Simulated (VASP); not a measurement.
Se: relaxation of cell and atoms with LDA

Crystal: Se.

```
Se
1.0
     1.26206   -0.72865    4.09355
     0.00000    1.45730    4.09355
    -1.26206   -0.72865    4.09355
Se
2
Direct
  0.25000 0.25000 0.25000
  0.75000 0.75000 0.75000
```

This isn't the form of Se at room conditions, which is trigonal, of chains.

- Program: VASP 6.6.1
- Task: relaxation of cell and atoms
- Functional: LDA
- Potentials or basis: VASP PAW LDA potentials, release 64 (Se)
- Cutoff: 600 eV
- k mesh: 14 × 14 × 14
- Occupations: fermi-dirac, width 0.1 eV
- Spin: no spin polarisation
- Target pressure: 140 GPa
- Dipole correction: no
- Further INCAR settings: ALGO = Normal; EDIFF = 1e-06; IBRION = 2; EDIFFG = -0.005; NSW = 32; ISIF = 3

```yaml
Relaxed_volume: 11.34 Å³/atom
Relaxed_cell: a = 4.352 Å, b = 4.352 Å, c = 4.352 Å, α = 33.77°, β = 33.77°, γ = 33.77°
Space_group_after_relaxing_to_0.1_Å: Fm-3m (No. 225)
Energy_change_on_relaxing_the_run_minimises_the_enthalpy: -44.6 meV/atom
Ionic_steps: 3
Pressure_after_relaxing: 140.0 GPa
Band_gap_on_the_k_mesh: zero (bands 6 and 7 overlap by 11.99 eV)
```

Step by step:
| step | energy change (eV) | largest force (eV/Å) | pressure (GPa) | volume (Å³) |
| --- | --- | --- | --- | --- |
| 1 | 0.0000 | 0.0000 | 142.56 | 22.59 |
| 2 | -0.5022 | 0.0000 | 127.98 | 23.18 |
| 3 | -0.0892 | 0.0000 | 139.97 | 22.69 |

Final structure:
```yaml
crystal:
  lattice:
    - [1.26392, -0.72972, 4.09983]
    - [0.00000, 1.45945, 4.09983]
    - [-1.26392, -0.72972, 4.09983]
  atoms:
    - { symbol: Se, position: [0.25000, 0.25000, 0.25000] }
    - { symbol: Se, position: [0.75000, 0.75000, 0.75000] }
```

Levels at points of the mesh, in eV from the Fermi level:
```tsv
k point	band 3	band 4	band 5	band 6	band 7	band 8	band 9	band 10
(0.00, 0.00, 0.00)	-12.79	4.29	4.29	7.32	7.32	7.56	11.82	11.82
(0.50, 0.00, 0.00)	-8.95	-8.95	-3.39	-3.39	0.52	0.52	6.15	6.15
(0.50, 0.50, 0.00)	-12.24	-11.12	-1.60	-1.41	3.84	4.33	4.43	4.50
(0.50, 0.50, 0.50)	-3.15	-3.15	5.30	5.30	5.30	5.30	11.93	11.93
```

It took 7.5 min on 1 thread of Oxide Virtual Turin-like Processor, with other jobs on the host, peak memory 0.19 GiB.

Caveat: the cell is relaxed towards a set pressure, so the run minimises the enthalpy, not the energy.
